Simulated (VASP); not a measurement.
Set up this calculation in VASP 6.6.1, as the native input.

| Item | Value |
| --- | --- |
| Task | single point |
| Functional | r2SCAN |
| Potentials or basis | VASP PAW PBE potentials, release 64 (K_sv) |
| Cutoff | 520 eV |
| k mesh | 4 × 4 × 4 |
| Occupations | gaussian, width 0.1 eV |
| Spin | no spin polarisation |
| Dipole correction | no |
| Further INCAR settings | ALGO = Normal; EDIFF = 1e-06; NBANDS = 26 |

K:

```xyz
4
Lattice="3.6219 -6.1384 0.0000 3.6219 6.1384 0.0000 0.0000 0.0000 7.2533" Properties=species:S:1:pos:R:3 pbc="T T T"
K     3.6219    4.2662    0.5694
K     3.6219   -1.8722    3.0573
K     3.6219   -4.2662    6.6840
K     3.6219    1.8722    4.1961
```

The input as run:

POSCAR

```
K
1.0
    3.6218532898     -6.1383696611      0.0000000000
    3.6218532898      6.1383696611      0.0000000000
    0.0000000000      0.0000000000      7.2533419444
K
4
Direct
    0.1525000000      0.8475000000      0.0785000000
    0.6525000000      0.3475000000      0.4215000000
    0.8475000000      0.1525000000      0.9215000000
    0.3475000000      0.6525000000      0.5785000000
```

INCAR.step1

```
  PREC = Accurate
  ENCUT = 520
  ISMEAR = 0
  SIGMA = 0.1
  LREAL = False
  LASPH = True
  NELM = 100
  NBANDS = 26
  GGA = PE
  ALGO = Normal
  EDIFF = 1E-4
  LWAVE = True
  LCHARG = False
```

INCAR.step2

```
  PREC = Accurate
  ENCUT = 520
  EDIFF = 1E-6
  ISMEAR = 0
  SIGMA = 0.1
  LREAL = False
  LASPH = True
  NELM = 100
  ALGO = Normal
  ISIF = 2
  LWAVE = False
  LCHARG = False
  METAGGA = R2SCAN
  LMIXTAU = True
  NBANDS = 26
  ISTART = 1
```

KPOINTS

```
Automatic mesh
0
Gamma
  4 4 4
```

Potentials or basis: VASP PAW PBE potentials, release 64 (K_sv).

Run with:

```bash
$ cat potpaw_PBE.64/K_sv/POTCAR > POTCAR
$ cp INCAR.step1 INCAR
$ mpirun -np 1 vasp_std > vasp.out
$ cp INCAR.step2 INCAR
$ mpirun -np 1 vasp_std > vasp.out
```

It gave:

```
Pressure               : 0.2 GPa
Largest force          : 0.022 eV/Å
Band gap on the k mesh : zero (band 18 reaches 0.61 eV, above the bottom of band 19 at -0.48 eV)
```

Caveat: the PAW data sets were made with another functional, which shifts forces and pressure a little.

Wall time 21 min on 1 thread of AMD EPYC 7R13 Processor (Zen 3), on a shared host, peak memory 0.44 GiB.
